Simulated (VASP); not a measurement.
## CuO: single point with PBE

The system is CuO.

```
CELL_PARAMETERS angstrom
2.87950 0.00000 0.00000
0.03907 2.87928 0.00000
0.01750 0.01724 5.17634
ATOMIC_POSITIONS crystal
Cu 0.98699 0.50655 0.99987
Cu 0.48639 0.00099 0.50254
O 0.99593 0.99062 0.74703
O 0.00004 0.99172 0.25001
```

This cell differs from its parent crystal: atoms moved at random.

```json
{
  "Program": "VASP 6.6.1",
  "Task": "single point",
  "Functional": "PBE",
  "Potentials or basis": "VASP PAW PBE potentials, release 64 (Cu_sv_GW, O)",
  "Cutoff": "700 eV",
  "k mesh": "9 × 9 × 5",
  "Occupations": "fermi-dirac, width 0.05 eV",
  "Spin": "no spin polarisation"
}
```

```yaml
Pressure: 3.3 GPa
Largest_force: 0.685 eV/Å
Band_gap_on_the_k_mesh: zero (bands 25 and 26 overlap by 0.91 eV)
```

Forces on the atoms (eV/Å):
```
Cu   0.117 -0.675 -0.010
Cu   0.539 -0.107 -0.333
O   -0.339  0.410  0.293
O   -0.318  0.372  0.050
```

Stress tensor (GPa, compression positive):
```
 4.02  0.08 -0.10
 0.08  3.46 -0.24
-0.10 -0.24  2.30
```

Levels at points of the mesh, in eV from the Fermi level:
```
           k point  band 22  band 23  band 24  band 25  band 26  band 27  band 28  band 29
(0.00, 0.00, 0.00)    -2.40    -2.33    -2.03     0.65     0.71     1.47     6.18     7.31
```

Run time: 11 min on 1 thread of AMD EPYC 7R43 64-Core Processor (Zen 3), on a shared host, peak memory 0.48 GiB.

Caveat: the cell differs from its parent crystal (atoms moved at random); the cell stands under pressure; semilocal functionals often make such compounds metallic where correlation or magnetic order opens a gap, which also shifts bond lengths.
